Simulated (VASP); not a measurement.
# Sn3As2 (R-3c) in VASP: further runs, part 2 of 2

VASP 6.6.1. The steps go on from the part before.

## (3) Single point, PBE

This run uses another cell than the first one, of 28.51 Å³/atom.

Contents of INCAR:

```
SYSTEM = Sn3As2
PREC = Accurate
ENCUT = 520
EDIFF = 1E-7
ISMEAR = 0
SIGMA = 0.1
LREAL = .FALSE.
LASPH = .TRUE.
NELM = 60
ALGO = Fast
ISIF = 2
LWAVE = .FALSE.
LCHARG = .FALSE.
GGA = PE
NBANDS = 63
```

Contents of KPOINTS:

```
regular mesh
0
G
  3 3 3
  0 0 0
```

Contents of POSCAR:

```
Sn3As2
1.0
    3.8534611260      2.2247968184      5.5417206051
   -3.8534611260      2.2247968184      5.5417206051
    0.0000000000     -4.4495936368      5.5417206051
Sn As
6 4
Direct
    0.0179373106      0.4820626894      0.7500000000
    0.7500000000      0.0179373106      0.4820626894
    0.4820626894      0.7500000000      0.0179373106
    0.9820626894      0.5179373106      0.2500000000
    0.2500000000      0.9820626894      0.5179373106
    0.5179373106      0.2500000000      0.9820626894
    0.8761215726      0.8761215726      0.8761215726
    0.6238784274      0.6238784274      0.6238784274
    0.1238784274      0.1238784274      0.1238784274
    0.3761215726      0.3761215726      0.3761215726
```

Potentials or basis: VASP PAW PBE potentials, release 64 (Sn_d, As).

On the command line:

```sh
$ cat potpaw_PBE.64/Sn_d/POTCAR potpaw_PBE.64/As/POTCAR > POTCAR
$ mpirun -np 1 vasp_std > vasp.out
```

Run time: 4.2 min. Hardware: 1 thread of Intel Xeon Platinum 8375C at 2.90GHz (Ice Lake), shared host; peak memory 0.42 GiB.

The run converged. Its results:

```
Free energy            : -40.6363 eV
Pressure               : 0.2 GPa
Band gap on the k mesh : zero (bands 52 and 53 overlap by 0.49 eV)
```

Stress tensor (GPa, compression positive):
```
 0.29  0.00  0.00
 0.00  0.29  0.00
 0.00  0.00 -0.04
```

Levels at points of the mesh, in eV from the Fermi level:
| k point | band 48 | band 49 | band 50 | band 51 | band 52 | band 53 | band 54 | band 55 | band 56 | band 57 |
| --- | --- | --- | --- | --- | --- | --- | --- | --- | --- | --- |
| (0.00, 0.00, 0.00) | -1.93 | -1.00 | 0.11 | 0.43 | 0.43 | 1.53 | 1.53 | 1.53 | 2.11 | 2.11 |

Caveat: semilocal functionals underestimate gaps, and a narrow one can read as zero; spin-orbit coupling is left out, which moves the levels of the heavy elements.

## (4) Single point, PBE

This run uses another cell than the first one, of 28.60 Å³/atom.

Contents of INCAR:

```
PREC = Accurate
ENCUT = 520
EDIFF = 1E-6
ISMEAR = 0
SIGMA = 0.1
LREAL = False
LASPH = True
NELM = 100
ALGO = Fast
ISIF = 2
LWAVE = False
LCHARG = True
GGA = PE
LELF = True
LVHAR = True
NBANDS = 63
```

Contents of KPOINTS:

```
Automatic mesh
0
Gamma
  6 6 6
```

Contents of POSCAR:

```
Sn3As2
1.0
    3.8384608369      2.2161363975      5.6038657019
   -3.8384608369      2.2161363975      5.6038657019
    0.0000000000     -4.4322727950      5.6038657019
Sn As
6 4
Direct
    0.0184511859      0.4815488141      0.7500000000
    0.7500000000      0.0184511859      0.4815488141
    0.4815488141      0.7500000000      0.0184511859
    0.9815488141      0.5184511859      0.2500000000
    0.2500000000      0.9815488141      0.5184511859
    0.5184511859      0.2500000000      0.9815488141
    0.8754438239      0.8754438239      0.8754438239
    0.6245561761      0.6245561761      0.6245561761
    0.1245561761      0.1245561761      0.1245561761
    0.3754438239      0.3754438239      0.3754438239
```

Potentials or basis: VASP PAW PBE potentials, release 64 (Sn_d, As).

On the command line:

```sh
$ cat potpaw_PBE.64/Sn_d/POTCAR potpaw_PBE.64/As/POTCAR > POTCAR
$ mpirun -np 1 vasp_std > vasp.out
```

OUTCAR:

```text
PREC = Accurate
   ENCUT = 520
   EDIFF = 1E-6
   ISMEAR = 0
   LREAL = False
   LASPH = True
   NELM = 100
   ISIF = 2
   GGA = PE

 ion  position               nearest neighbor table
   1  0.018  0.482  0.750-   9 2.92  10 2.92   7 2.95   8 2.95   2 3.57   3 3.57   4 3.58   4 3.58

   2  0.750  0.018  0.482-  10 2.92   9 2.92   7 2.95   8 2.95   1 3.57   3 3.57   5 3.58   5 3.58

   3  0.482  0.750  0.018-   9 2.92  10 2.92   8 2.95   7 2.95   1 3.57   2 3.57   6 3.58   6 3.58
[... 1816 lines left out ...]
  in kB       -0.0753967     -0.0753967      0.0387520      0.0000000      0.0000000     -0.0000000
  external PRESSURE =      -0.0373471 kB  Pullay stress =       0.0000000 kB

 VOLUME and BASIS-vectors are now :
 -----------------------------------------------------------------------------
  energy-cutoff  :      520.00
  volume of cell :      286.02
      direct lattice vectors                 reciprocal lattice vectors
     3.838460837  2.216136398  5.603865702     0.130260545  0.075205961  0.059482748
    -3.838460837  2.216136398  5.603865702    -0.130260545  0.075205961  0.059482748
     0.000000000 -4.432272795  5.603865702     0.000000000 -0.150411921  0.059482748

 POSITION                                       TOTAL-FORCE (eV/Angst)
 -----------------------------------------------------------------------------------
     -1.77758     -2.21614      7.00483         0.002753     -0.000000     -0.000000
      2.80802     -0.43136      7.00483        -0.001376      0.002384      0.000000
     -1.03044      2.64750      7.00483        -0.001376     -0.002384      0.000000
      1.77758      2.21614      9.80676        -0.002753     -0.000000      0.000000
     -2.80802      0.43136      9.80676         0.001376     -0.002384      0.000000
      1.03044     -2.64750      9.80676         0.001376      0.002384      0.000000
      0.00000      0.00000     14.71761         0.000000     -0.000000      0.006584
      0.00000      0.00000     10.49979         0.000000     -0.000000     -0.006584
      0.00000      0.00000      2.09399         0.000000      0.000000     -0.006584
      0.00000      0.00000      6.31181         0.000000     -0.000000      0.006584
 -----------------------------------------------------------------------------------
    total drift:                                0.000000     -0.000000      0.000000

  FREE ENERGIE OF THE ION-ELECTRON SYSTEM (eV)
  ---------------------------------------------------
  free  energy   TOTEN  =       -40.6328600083 eV

  energy  without entropy=      -40.6064667542  energy(sigma->0) =      -40.61966338
```

Wall time 27 min (1 thread of Intel Xeon Platinum 8375C at 2.90GHz (Ice Lake), shared host); peak memory 0.65 GiB.

Results:

```
Free energy            : -40.6329 eV
Pressure               : 0.0 GPa
Largest force          : 0.007 eV/Å
Band gap on the k mesh : zero (bands 52 and 53 overlap by 0.85 eV)
```

Forces on the atoms (eV/Å):
```
Sn   0.003  0.000  0.000
Sn  -0.001  0.002  0.000
Sn  -0.001 -0.002  0.000
Sn  -0.003  0.000  0.000
Sn   0.001 -0.002  0.000
Sn   0.001  0.002  0.000
As   0.000  0.000  0.007
As   0.000  0.000 -0.007
As   0.000  0.000 -0.007
As   0.000  0.000  0.007
```

Levels at points of the mesh, in eV from the Fermi level:
```
           k point  band 48  band 49  band 50  band 51  band 52  band 53  band 54  band 55  band 56  band 57
(0.00, 0.00, 0.00)    -2.03    -1.19     0.05     0.35     0.35     1.43     1.43     1.48     1.99     1.99
(0.50, 0.00, 0.00)    -1.91    -1.56    -1.56    -0.58    -0.58    -0.05    -0.05     0.85     0.85     1.86
(0.50, 0.50, 0.00)    -1.89    -1.40    -1.12    -0.70    -0.12     0.24     0.28     1.47     1.54     1.57
(0.50, 0.50, 0.50)    -1.16    -1.16    -1.16    -1.15    -1.15     0.63     0.63     0.63     0.63     0.71
```

Caveat: spin-orbit coupling is left out, which moves the levels of the heavy elements.

## (5) The runs side by side

| cell | k mesh | further INCAR settings | gap on the mesh (eV) | pressure (GPa) | largest force (eV/Å) |
| --- | --- | --- | --- | --- | --- |
| a = 7.269 Å, angles 55.3°, 10 atoms, atomic positions A | 3 × 3 × 3 | ALGO = Fast; EDIFF = 1e-06; NBANDS = 63 | none | 14.0 | 0.22 |
| a = 7.107 Å, angles 65.7°, 10 atoms, atomic positions B | 3 × 3 × 3 | ALGO = Fast; EDIFF = 1e-07; NBANDS = 63 | none | 0.2 | - |
| a = 7.145 Å, angles 65.0°, 10 atoms, atomic positions C | 6 × 6 × 6 | ALGO = Fast; EDIFF = 1e-06; NBANDS = 63 | none | 0.0 | 0.01 |

Alike in all rows: task single point; level PBE; potentials or basis VASP PAW PBE potentials, release 64 (Sn_d, As); no spin polarisation; cutoff (eV) 520; smearing gaussian 0.1 eV.

Caveats: some runs use coarse meshes; spin-orbit coupling is left out, which moves the levels of the heavy elements; semilocal functionals underestimate gaps, and a narrow one can read as zero (at least some runs).

Absolute energies hang on the potentials; compare differences alone.
